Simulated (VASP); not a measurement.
Input of a VASP 6.6.1 run:

INCAR

```
PREC = Accurate ; ENCUT = 520
EDIFF = 1E-7 ; ISMEAR = 0
SIGMA = 0.1 ; LREAL = False
LASPH = True ; NELM = 150
ALGO = Normal ; ISIF = 2
LWAVE = False ; LCHARG = False
ISPIN = 2 ; MAGMOM = 1 0 0
LORBIT = 11 ; LMAXMIX = 4
GGA = PE ; NBANDS = 24
```

Contents of KPOINTS:

```
Automatic mesh
0
Gamma
  6 6 6
```

Contents of POSCAR:

```
MoS2
1.0
    1.7693523487      1.0215360548      5.3438967161
   -1.7693523487      1.0215360548      5.3438967161
    0.0000000000     -2.0430721096      5.3438967161
Mo S
1 2
Direct
    0.0000000000      0.0000000000      0.0000000000
    0.7500000000      0.7500000000      0.7500000000
    0.2500000000      0.2500000000      0.2500000000
```

Potentials or basis: VASP PAW PBE potentials, release 64 (Mo_sv, S).

The run is started by

```sh
$ cat potpaw_PBE.64/Mo_sv/POTCAR potpaw_PBE.64/S/POTCAR > POTCAR
$ mpirun -np 1 vasp_std > vasp.out
```

What does it give for the largest force?

0.569 eV/Å.

Predict the band gap on the k mesh.

zero (filled and empty bands overlap).

Predict the pressure.

-2.2 GPa.

Stress tensor (GPa, compression positive):
```
-8.64  0.00  0.00
 0.00 -8.64  0.00
 0.00  0.00 10.67
```
